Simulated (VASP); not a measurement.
Runs of VASP 6.6.1 on TiB2. The structure is that of space group P6/mmm (No. 191), or close to it. The cells are those of the table. 

| task | level | cell | k mesh | cutoff (eV) | grid for exact exchange (PRECFOCK) | share of exact exchange | gap on the mesh (eV) | pressure (GPa) | relaxed volume (Å³/atom) |
| --- | --- | --- | --- | --- | --- | --- | --- | --- | --- |
| single point | PBE-based global hybrid with 25 % exact exchange | a = 3.029, b = 3.029, c = 3.228 Å, angles 90.0, 90.0, 120.0°, 3 atoms | 6 × 6 × 5 | 520 | Normal | 0.25 | none | (a) | - |
| relaxation of cell and atoms | RPBE+D4 | relaxed from a = 3.029, b = 3.029, c = 3.228 Å, angles 90.0, 90.0, 120.0°, 3 atoms | 10 × 10 × 8 | 600 | - | - | none | 0.0 | 8.14 |
| single point | r2SCAN-based global hybrid with 35 % exact exchange | a = 3.029, b = 3.029, c = 3.228 Å, angles 90.0, 90.0, 120.0°, 3 atoms | 6 × 6 × 5 | 520 | Normal | 0.35 | none | -7.0 | - |
| relaxation of cell and atoms | PBEsol+D3(BJ) | relaxed from a = 3.029, b = 3.029, c = 3.228 Å, angles 90.0, 90.0, 120.0°, 3 atoms | 10 × 10 × 8 | 600 | - | - | none | -0.1 | 8.16 |
| single point | RPBE+D3(BJ) | a = 2.912, b = 2.912, c = 3.054 Å, angles 90.0, 90.0, 120.0°, 3 atoms | 10 × 10 × 8 | 520 | - | - | none | (b) | - |
| single point | RPBE+D4 | a = 2.997, b = 2.997, c = 3.138 Å, angles 90.0, 90.0, 120.0°, 3 atoms | 10 × 10 × 8 | 520 | - | - | none | 0.2 | - |
| single point | PBEsol+D4 | a = 3.004, b = 3.004, c = 3.160 Å, angles 90.0, 90.0, 120.0°, 3 atoms | 10 × 10 × 8 | 520 | - | - | none | 0.5 | - |
| single point | revPBE+D3(BJ) | a = 2.988, b = 2.988, c = 3.162 Å, angles 90.0, 90.0, 120.0°, 3 atoms | 10 × 10 × 8 | 520 | - | - | none | 0.2 | - |

Alike in all rows: potentials or basis VASP PAW PBE potentials, release 64 (Ti_sv, B); no spin polarisation; smearing fermi-dirac 0.05 eV.

Fill in the values left out.

(a) -5.0; (b) 0.1.

Caveats: some runs use coarse meshes; the PAW data sets were made with another functional, which shifts forces and pressure a little; the dispersion term is far too large for a dense solid, which distorts pressure and volume (at least some runs).

A gap of «none» marks levels without a gap at the run's occupations.
